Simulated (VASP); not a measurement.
Here is a VASP 6.6.1 calculation.

The input INCAR:

```
SYSTEM = HgTe
PREC = Accurate ; ENCUT = 520
EDIFF = 1E-7 ; ISMEAR = -1
SIGMA = 0.05 ; LREAL = .FALSE.
LASPH = .TRUE. ; NELM = 80
ALGO = Normal ; ISIF = 2
LWAVE = .FALSE. ; LCHARG = .FALSE.
GGA = PE ; NBANDS = 16
```

The input KPOINTS:

```
regular mesh
0
G
  7 7 7
  0 0 0
```

POSCAR

```
HgTe
1.0
    0.0000000000      3.2145000000      3.2145000000
    3.2145000000      0.0000000000      3.2145000000
    3.2145000000      3.2145000000      0.0000000000
Hg Te
1 1
Direct
   -0.0026330000      0.0031470000     -0.0044180000
    0.7487260000      0.7522630000      0.7492080000
```

Potentials or basis: VASP PAW PBE potentials, release 64 (Hg, Te).

Run with:

```bash
$ cat potpaw_PBE.64/Hg/POTCAR potpaw_PBE.64/Te/POTCAR > POTCAR
$ mpirun -np 1 vasp_std > vasp.out
```

(1) What does it give for the largest force?

(2) What does it give for the pressure?

## Answers

(1) 0.081 eV/Å.

(2) 4.6 GPa.

Caveat: the cell differs from its parent crystal (atoms moved at random).
